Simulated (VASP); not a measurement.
# V (Im-3m) in VASP: a series of runs

Aim: see how the results for V move with the level of theory and the settings. Levels: PBEsol, PBE. Tasks: single point.

All numbers are computed with VASP 6.6.1; they aren't measurements. Logs are shortened: lines on timing, memory, paths and dates and some standing lists are left out, and cuts for length are marked.

### 1 The cell of the first run

Symmetry: Im-3m, No. 229, cubic system. Conventional cell: a = 3.029 Å, b = 3.029 Å, c = 3.029 Å, α = 90.00°, β = 90.00°, γ = 90.00°. V (site symmetry m-3m) has 14 V at 2.62 to 3.03 Å within 3.5 Å.

### 2 Single point, PBEsol, collinear spin, ferromagnetic start

Input file INCAR:

```
SYSTEM = V
PREC = Accurate
ENCUT = 520
EDIFF = 1E-7
ISMEAR = -1
SIGMA = 0.05
LREAL = .False.
LASPH = .True.
NELM = 150
ALGO = Normal
ISIF = 2
LWAVE = .False.
LCHARG = .False.
ISPIN = 2
MAGMOM = 2
LORBIT = 11
LMAXMIX = 4
GGA = PS
NBANDS = 16
```

Input file KPOINTS:

```
regular mesh
0
Gamma
  12 12 12
  0 0 0
```

Input file POSCAR:

```
V
1.0
   -1.5143500000      1.5143500000      1.5143500000
    1.5143500000     -1.5143500000      1.5143500000
    1.5143500000      1.5143500000     -1.5143500000
V
1
Direct
    0.0000000000      0.0000000000      0.0000000000
```

Potentials or basis: VASP PAW PBE potentials, release 64 (V_sv).

Started as:

```console
cat potpaw_PBE.64/V_sv/POTCAR > POTCAR
mpirun -np 1 vasp_std > vasp.out
```

OUTCAR:

```text
SYSTEM = V
   PREC = Accurate
   ENCUT = 520
   EDIFF = 1E-7
   ISMEAR = -1
   LREAL = .False.
   LASPH = .True.
   NELM = 150
   ISIF = 2
   ISPIN = 2
   LORBIT = 11
   GGA = PS

 ion  position               nearest neighbor table
   1  0.000  0.000  0.000-

  LATTYP: Found a body centered cubic cell.
 ALAT       =     3.0287000000

  Lattice vectors:

 A1 = (  -1.5143500000,   1.5143500000,   1.5143500000)
 A2 = (   1.5143500000,  -1.5143500000,   1.5143500000)
 A3 = (   1.5143500000,   1.5143500000,  -1.5143500000)

Analysis of symmetry for initial positions (statically):
=====================================================================
 Subroutine PRICEL returns:
 Original cell was already a primitive cell.

 Routine SETGRP: Setting up the symmetry group for a
 body centered cubic supercell.

 Subroutine GETGRP returns: Found 48 space group operations
 (whereof 48 operations were pure point group operations)
 out of a pool of 48 trial point group operations.

The static configuration has the point symmetry O_h .

Analysis of symmetry for dynamics (positions and initial velocities):
=====================================================================
 Subroutine PRICEL returns:
 Original cell was already a primitive cell.

 Routine SETGRP: Setting up the symmetry group for a
 body centered cubic supercell.

 Subroutine GETGRP returns: Found 48 space group operations
 (whereof 48 operations were pure point group operations)
 out of a pool of 48 trial point group operations.

The dynamic configuration has the point symmetry O_h .

Analysis of structural, dynamic, and magnetic symmetry:
=====================================================================
 Subroutine PRICEL returns:
 Original cell was already a primitive cell.

 Routine SETGRP: Setting up the symmetry group for a
 body centered cubic supercell.

 Subroutine GETGRP returns: Found 48 space group operations
 (whereof 48 operations were pure point group operations)
 out of a pool of 48 trial point group operations.

The overall configuration has the point symmetry O_h .

 Subroutine INISYM returns: Found 48 space group operations
 (whereof 48 operations are pure point group operations),
 and found     1 'primitive' translations

----------------------------------------------------------------------------------------

                                     Primitive cell

  volume of cell :      13.8912

  direct lattice vectors                    reciprocal lattice vectors
    -1.514350000  1.514350000  1.514350000     0.000000000  0.330174662  0.330174662
     1.514350000 -1.514350000  1.514350000     0.330174662  0.000000000  0.330174662
     1.514350000  1.514350000 -1.514350000     0.330174662  0.330174662  0.000000000

  length of vectors
     2.622931140  2.622931140  2.622931140     0.466937486  0.466937486  0.466937486

  position of ions in fractional coordinates (direct lattice)
     0.000000000  0.000000000  0.000000000

  ion indices of the primitive-cell ions
   primitive index   ion index
                 1           1

----------------------------------------------------------------------------------------

 KPOINTS: regular mesh

Automatic generation of k-mesh.
 Grid dimensions read from file:
 generate k-points for:   12   12   12

 Generating k-lattice:

  Cartesian coordinates                     Fractional coordinates (reciprocal lattice)
     0.000000000  0.027514555  0.027514555     0.083333333  0.000000000  0.000000000
     0.027514555  0.000000000  0.027514555     0.000000000  0.083333333  0.000000000
     0.027514555  0.027514555  0.000000000     0.000000000  0.000000000  0.083333333

  Length of vectors
     0.038911457  0.038911457  0.038911457

  Shift w.r.t. Gamma in fractional coordinates (k-lattice)
     0.000000000  0.000000000  0.000000000

 Subroutine IBZKPT returns following result:
 ===========================================

 Found     72 irreducible k-points:

 Following reciprocal coordinates:
            Coordinates               Weight
  0.000000  0.000000  0.000000      1.000000
  0.083333  0.000000  0.000000     12.000000
  0.166667  0.000000  0.000000     12.000000
  0.250000  0.000000  0.000000     12.000000
  0.333333  0.000000  0.000000     12.000000
  0.416667  0.000000  0.000000     12.000000
[... 16 lines left out ...]
  0.333333  0.083333  0.083333     24.000000
  0.416667  0.083333  0.083333     12.000000
 [... further k-points ...]
   k-points           NKPTS =     72   k-points in BZ     NKDIM =     72   number of bands    NBANDS=     16
   number of dos      NEDOS =    301   number of ions     NIONS =      1
   total plane-waves  NPLWV =   8000
   dimension x,y,z NGX =    20 NGY =   20 NGZ =   20
   dimension x,y,z NGXF=    40 NGYF=   40 NGZF=   40
   ions per type =               1
   NGX,Y,Z   is equivalent  to a cutoff of  12.68, 12.68, 12.68 a.u.
   NGXF,Y,Z  is equivalent  to a cutoff of  25.35, 25.35, 25.35 a.u.
 SYSTEM =  V
   PREC   = accura    normal or accurate (medium, high low for compatibility)
   ISTART =      0    job   : 0-new  1-cont  2-samecut
   ICHARG =      2    charge: 1-file 2-atom 10-const
   ISPIN  =      2    spin polarized calculation?
   LNONCOLLINEAR =      F non collinear calculations
   LSORBIT =      F    spin-orbit coupling
   LASPH  =      T    aspherical Exc in radial PAW
   ENCUT  =  520.0 eV  38.22 Ry    6.18 a.u.   4.88  4.88  4.88*2*pi/ulx,y,z
   NELM   =    150;   NELMIN=  2; NELMDL= -5     # of ELM steps
   EDIFF  = 0.1E-06   stopping-criterion for ELM
   LREAL  =      F    real-space projection
   EDIFFG = 0.1E-05   stopping-criterion for IOM
   NSW    =      0    number of steps for IOM
   IBRION =     -1    ionic relax: 0-MD 1-quasi-New 2-CG
   NFREE  =      0    steps in history (QN), initial steepest desc. (CG)
   ISIF   =      2    stress and relaxation
   ISYM   =      2    0-nonsym 1-usesym 2-fastsym
   POTIM  = 0.5000    time-step for ionic-motion
   TEBEG  =    0.0;   TEEND  =   0.0 temperature during run
   PSTRESS=    0.0 pullay stress
   NELECT =      13.0000    total number of electrons
   NUPDOWN=      -1.0000    fix difference up-down
   EMIN   =  10.00;   EMAX   =-10.00  energy-range for DOS
   EFERMI =   0.00;   METHOD = LEGACY
   ISMEAR =    -1;   SIGMA  =   0.05  broadening in eV -4-tet -1-fermi 0-gaus
   EFERMI_NEDOS =   21; number of points for ismear=-14 and -15
   IALGO  =     38    algorithm
   IMIX   =      4    mixing-type and parameters
     AMIX     =   0.40;   BMIX     =  1.00
     AMIX_MAG =   1.60;   BMIX_MAG =  1.00
  volume/ion in A,a.u.               =      13.89        93.74
  Fermi-wavevector in a.u.,A,eV,Ry     =   1.601313  3.026044 34.888125  2.564205
  Thomas-Fermi vector in A             =   2.698311
   LORBIT       =     11    0 simple, 1 ext, 2 COOP (PROOUT), +10 PAW based schemes
   GGA     = PS    functional components
   LHFCALC =     F    Hartree Fock is set to
   AEXX    =    0.0000 exact exchange contribution
   IVDW    =     0    specifies the selected vdW correction
   LEPSILON=     F    determine dielectric tensor
   LRPA    =     F    only Hartree local field effects (RPA)
 spin polarized calculation
  energy-cutoff  :      520.00
  volume of cell :       13.89
 maximum number of plane-waves:       384
   NGX =  9   NGY =  9   NGZ =  9

 number of electron      12.9999997 magnetization       0.0001125

 Free energy of the ion-electron system (eV)
  ---------------------------------------------------
  ext. energy  EPLUGINS =         0.00000000
  ---------------------------------------------------
  free energy    TOTEN  =        -9.60047481 eV

  energy without entropy =       -9.58252777  energy(sigma->0) =       -9.59150129

 E-fermi :   9.1780     XC(G=0): -12.8891

 val. band max:        9.1691589586   @ k =   0.2500   0.0000   0.0000
 cond. band min:       9.1803031603   @ k =  -0.4167   0.5000   0.1667
 fundamental gap:      0.0111442017
 Fermi energy:         9.1779777449

 spin component 1

 k-point     1 :       0.0000    0.0000    0.0000
  band No.  band energies     occupation
      1     -54.3254      1.00000
      2     -27.7744      1.00000
      3     -27.7744      1.00000
      4     -27.7744      1.00000
      5       2.6557      1.00000
      6       9.5922      0.00025
[... 8 lines left out ...]
     15      36.2327      0.00000
     16      40.1949      0.00000

 k-point     2 :       0.0833    0.0000    0.0000
  band No.  band energies     occupation
      1     -54.3136      1.00000
      2     -27.8320      1.00000
      3     -27.7921      1.00000
      4     -27.7747      1.00000
      5       2.9274      1.00000
      6       9.4792      0.00241
[... 8 lines left out ...]
     15      36.6290      0.00000
     16      37.8278      0.00000

 k-point     3 :       0.1667    0.0000    0.0000
  band No.  band energies     occupation
      1     -54.2813      1.00000
      2     -27.9877      1.00000
      3     -27.8402      1.00000
      4     -27.7757      1.00000
      5       3.6921      1.00000
      6       9.1824      0.47807
[... 8 lines left out ...]
     15      35.1754      0.00000
     16      35.7895      0.00000

 k-point     4 :       0.2500    0.0000    0.0000
  band No.  band energies     occupation
      1     -54.2369      1.00000
      2     -28.1963      1.00000
      3     -27.9055      1.00000
      4     -27.7771      1.00000
      5       4.7632      1.00000
      6       8.8019      0.99946
[... 8 lines left out ...]
     15      34.9994      0.00000
     16      35.9859      0.00000
[... 324 lines left out ...]
 k-point    22 :       0.2500    0.0833    0.0833
  band No.  band energies     occupation
      1     -54.1836      1.00000
      2     -28.4058      1.00000
      3     -27.9760      1.00000
      4     -27.8273      1.00000
      5       6.1808      1.00000
      6       8.3088      1.00000
[... 8 lines left out ...]
     15      37.8113      0.00000
     16      38.8944      0.00000

 k-point    23 :       0.3333    0.0833    0.0833
  band No.  band energies     occupation
      1     -54.1544      1.00000
      2     -28.5079      1.00000
      3     -28.0455      1.00000
      4     -27.8316      1.00000
      5       6.5220      1.00000
      6       8.0965      1.00000
[... 8 lines left out ...]
     15      37.6873      0.00000
     16      38.8806      0.00000

 k-point    24 :       0.4167    0.0833    0.0833
  band No.  band energies     occupation
      1     -54.1436      1.00000
      2     -28.5441      1.00000
      3     -28.0718      1.00000
      4     -27.8332      1.00000
      5       6.5404      1.00000
      6       8.0232      1.00000
[... 8 lines left out ...]
     15      37.8870      0.00000
     16      38.3244      0.00000

 [... further k-points ...]

 spin component 2

 k-point     1 :       0.0000    0.0000    0.0000
  band No.  band energies     occupation
      1     -54.3253      1.00000
      2     -27.7743      1.00000
      3     -27.7743      1.00000
      4     -27.7743      1.00000
      5       2.6557      1.00000
      6       9.5923      0.00025
[... 8 lines left out ...]
     15      36.2327      0.00000
     16      40.1950      0.00000

 k-point     2 :       0.0833    0.0000    0.0000
  band No.  band energies     occupation
      1     -54.3135      1.00000
      2     -27.8319      1.00000
      3     -27.7920      1.00000
      4     -27.7746      1.00000
      5       2.9275      1.00000
      6       9.4793      0.00241
[... 8 lines left out ...]
     15      36.6291      0.00000
     16      37.8279      0.00000

 k-point     3 :       0.1667    0.0000    0.0000
  band No.  band energies     occupation
      1     -54.2812      1.00000
      2     -27.9876      1.00000
      3     -27.8402      1.00000
      4     -27.7756      1.00000
      5       3.6921      1.00000
      6       9.1825      0.47757
[... 8 lines left out ...]
     15      35.1755      0.00000
     16      35.7896      0.00000

 k-point     4 :       0.2500    0.0000    0.0000
  band No.  band energies     occupation
      1     -54.2368      1.00000
      2     -28.1962      1.00000
      3     -27.9054      1.00000
      4     -27.7770      1.00000
      5       4.7633      1.00000
      6       8.8020      0.99946
[... 8 lines left out ...]
     15      34.9995      0.00000
     16      35.9860      0.00000
[... 324 lines left out ...]
 k-point    22 :       0.2500    0.0833    0.0833
  band No.  band energies     occupation
      1     -54.1835      1.00000
      2     -28.4057      1.00000
      3     -27.9759      1.00000
      4     -27.8272      1.00000
      5       6.1809      1.00000
      6       8.3089      1.00000
[... 8 lines left out ...]
     15      37.8114      0.00000
     16      38.8945      0.00000

 k-point    23 :       0.3333    0.0833    0.0833
  band No.  band energies     occupation
      1     -54.1543      1.00000
      2     -28.5078      1.00000
      3     -28.0454      1.00000
      4     -27.8315      1.00000
      5       6.5221      1.00000
      6       8.0966      1.00000
[... 8 lines left out ...]
     15      37.6874      0.00000
     16      38.8807      0.00000

 k-point    24 :       0.4167    0.0833    0.0833
  band No.  band energies     occupation
      1     -54.1435      1.00000
      2     -28.5440      1.00000
      3     -28.0717      1.00000
      4     -27.8331      1.00000
      5       6.5405      1.00000
      6       8.0233      1.00000
[... 8 lines left out ...]
     15      37.8870      0.00000
     16      38.3245      0.00000

 [... further k-points ...]
[... 5 lines left out ...]
  --------------------------------------------------------------------------------------
  -------------------------------------------------------------------------------------
  Total       -1.0277629     -1.0277629     -1.0277629      0.0000000     -0.0000000      0.0000000
  in kB     -118.5399555   -118.5399555   -118.5399555      0.0000000     -0.0000000      0.0000000
  external PRESSURE =    -118.5399555 kB  Pullay stress =       0.0000000 kB

 VOLUME and BASIS-vectors are now :
 -----------------------------------------------------------------------------
  energy-cutoff  :      520.00
  volume of cell :       13.89
      direct lattice vectors                 reciprocal lattice vectors
    -1.514350000  1.514350000  1.514350000     0.000000000  0.330174662  0.330174662
     1.514350000 -1.514350000  1.514350000     0.330174662  0.000000000  0.330174662
     1.514350000  1.514350000 -1.514350000     0.330174662  0.330174662  0.000000000

 POSITION                                       TOTAL-FORCE (eV/Angst)
 -----------------------------------------------------------------------------------
      0.00000      0.00000      0.00000         0.000000     -0.000000     -0.000000
 -----------------------------------------------------------------------------------
    total drift:                                0.000000     -0.000000      0.000000

  FREE ENERGIE OF THE ION-ELECTRON SYSTEM (eV)
  ---------------------------------------------------
  free  energy   TOTEN  =        -9.6004748093 eV

  energy  without entropy=       -9.5825277727  energy(sigma->0) =       -9.59150129

 total charge

# of ion       s       p       d       tot
------------------------------------------
    1        2.334   6.213   3.058  11.605

 magnetization (x)

# of ion       s       p       d       tot
------------------------------------------
    1        0.000   0.000   0.000   0.000
```

It took 43 s on 1 thread of AMD EPYC 7R43 (Zen 3), shared host; peak memory 0.11 GiB.

What came out:

- Free energy: -9.6005 eV
- Pressure: -11.9 GPa
- Net moment: 0.00 μB per cell
- Valence electrons inside the program's atomic spheres: V 11.61

Caveat: the PAW data sets were made with another functional, which shifts forces and pressure a little.

### 3 Single point, PBEsol, collinear spin, ferromagnetic start (volume scaled by 0.94)

Input file INCAR:

```
SYSTEM = V
ALGO = Normal
EDIFF = 1E-6
ENCUT = 520
GGA = PS
ISIF = 2
ISMEAR = -1
ISPIN = 2
LASPH = .True.
LCHARG = .True.
LELF = .True.
LMAXMIX = 4
LORBIT = 11
LREAL = .False.
LVHAR = .True.
LWAVE = .False.
MAGMOM = 2
NBANDS = 16
NELM = 150
PREC = Accurate
SIGMA = 0.05
```

Input file KPOINTS:

```
k-points
0
Gamma
  12 12 12
  0 0 0
```

Input file POSCAR:

```
V
1.0
   -1.4834362237      1.4834362237      1.4834362237
    1.4834362237     -1.4834362237      1.4834362237
    1.4834362237      1.4834362237     -1.4834362237
V
1
Direct
    0.0000000000      0.0000000000      0.0000000000
```

Potentials or basis: VASP PAW PBE potentials, release 64 (V_sv).

Started as:

```console
cat potpaw_PBE.64/V_sv/POTCAR > POTCAR
mpirun -np 1 vasp_std > vasp.out
```

Run time: 14 s. Hardware: 1 thread of Intel Xeon 6975P-C (Granite Rapids), shared host; peak memory 0.14 GiB.

It converged, with:

- Free energy: -9.6362 eV
- Pressure: -1.5 GPa
- Net moment: 0.00 μB per cell
- Valence electrons inside the program's atomic spheres: V 11.71

Levels at points of the mesh, in eV from the Fermi level:
Spin up:
```csv
k point,band 4,band 5,band 6,band 7,band 8,band 9
"(0.00, 0.00, 0.00)",-36.77,-6.66,0.43,0.43,0.43,2.52
"(0.50, 0.00, 0.00)",-36.78,-3.28,-1.18,1.77,2.53,2.90
"(0.50, 0.50, 0.50)",-37.46,-3.14,-3.14,3.91,3.91,3.91
```
Spin down:
```csv
k point,band 2,band 3,band 4,band 5,band 6,band 7,band 8,band 9,band 10,band 11
"(0.00, 0.00, 0.00)",-36.77,-36.77,-36.77,-6.66,0.43,0.43,0.43,2.52,2.52,20.73
"(0.50, 0.00, 0.00)",-37.78,-37.08,-36.78,-3.28,-1.18,1.77,2.53,2.90,4.33,10.58
"(0.50, 0.50, 0.50)",-37.46,-37.46,-37.46,-3.14,-3.14,3.91,3.91,3.91,10.48,10.48
```

Caveat: the PAW data sets were made with another functional, which shifts forces and pressure a little.

(Part 1 of 2 ends here.)
